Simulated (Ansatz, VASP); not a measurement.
# Two plane-wave programs on NiO

```
Ni O
1.0
     2.83023    0.00000    0.00000
     0.00000    2.83023    0.00000
     0.00000    0.00000    5.00974
Ni O
2 2
Cartesian
  0.0000 1.4151 2.5049
  1.4151 0.0000 0.0000
  0.0000 0.0000 1.2524
  0.0000 0.0000 3.7573
```

Change from the starting cell: the structure that the rattled cell fell into.

Alike in both runs: functional PBE; k mesh 16 × 16 × 10; occupations gaussian, width 0.1 eV; no spin polarisation.

Ansatz relaxed the structure, and its values are those at the end. VASP's run is a single point on that final structure, the one shown.

```csv
,VASP,Ansatz
version,VASP 6.6.1,Ansatz 0.2.0
potentials or method,"VASP PAW PBE potentials, release 64 (Ni, O), cutoff 520 eV","scalar-relativistic, plane waves, PAW"
valence electrons in the cell,32,48
```

Ansatz gave:

```
gap on the k mesh at the Fermi level (eV) : none
pressure (GPa)                            : 0.0
```

Task: Estimate VASP's values.

Result: gap on the k mesh at the Fermi level (eV): none; pressure (GPa): 0.6.

A gap of «none» marks a metal or a gap that the smearing closes. With one functional, cell and mesh, what is left measures potentials, basis and numerics. VASP's potentials hold 32 valence electrons a cell and Ansatz's 48, so a difference there can come from the potentials and not from the codes.
